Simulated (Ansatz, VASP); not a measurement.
## AlN in VASP and in Ansatz

INCAR

```
ALGO = Normal ; EDIFF = 1E-6
ENCUT = 600 ; GGA = CA
GGA_COMPAT = False ; ISIF = 2
ISMEAR = 0 ; LASPH = True
LCHARG = False ; LREAL = False
LWAVE = False ; NBANDS = 16
NELM = 120 ; PREC = Accurate
SIGMA = 0.05
```

KPOINTS

```
k-points
0
Gamma
  9 9 6
```

POSCAR

```
AlN
1.0
    3.3121157418      0.0000000000      0.0000000000
   -1.6560578709      2.8683763727      0.0000000000
    0.0000000000      0.0000000000      4.3131898900
Al N
2 2
Direct
    0.3333333333      0.6666666667      0.7500000000
    0.6666666667      0.3333333333      0.2500000000
    0.3333333333      0.6666666667      0.2500000000
    0.6666666667      0.3333333333      0.7500000000
```

Input for Ansatz:

```yaml
crystal:
  lattice:
    - [3.3121157418, 0.0, 0.0]
    - [-1.6560578709, 2.8683763727, 0.0]
    - [0.0, 0.0, 4.31318989]
  atoms:
    - { symbol: Al, position: [0.3333333333, 0.6666666667, 0.75] }
    - { symbol: Al, position: [0.6666666667, 0.3333333333, 0.25] }
    - { symbol: "N", position: [0.3333333333, 0.6666666667, 0.25] }
    - { symbol: "N", position: [0.6666666667, 0.3333333333, 0.75] }
basis:
  ecutwfc: 420
kpoints:
  mp_grid: { grid: [9, 9, 6] }
hamiltonian:
  xc: lda
scf:
  occupations: { method: gaussian, width: 0.05 }
output:
  forces: true
  stress: true
  eigenvalues: true
```

Change from the starting cell: strain +0.000 along x and y, +0.030 along z, atoms carried along.

Alike in both runs: task single point; functional LDA; k mesh 9 × 9 × 6; occupations gaussian, width 0.05 eV; no spin polarisation.

```csv
,VASP,Ansatz
version,VASP 6.6.1,Ansatz 0.2.0
potentials or method,"VASP PAW LDA potentials, release 64 (Al, N), cutoff 600 eV","scalar-relativistic, plane waves, PAW"
valence electrons in the cell,16,16
```

VASP gave:

```
gap on the k mesh at the Fermi level (eV)                     : 2.98
least direct gap on the mesh (eV)                             : 2.98
pressure (GPa)                                                : -12.7
traceless stress, the component that is largest in VASP (GPa) : -2.08
```

Problem. Estimate Ansatz's values.

Solution. gap on the k mesh at the Fermi level (eV): 2.97; least direct gap on the mesh (eV): 2.97; pressure (GPa): -13.0; traceless stress, the component that is largest in VASP (GPa): -1.82.

LDA's correlation is that of Perdew and Zunger in VASP and of Perdew and Wang (1992) in Ansatz.
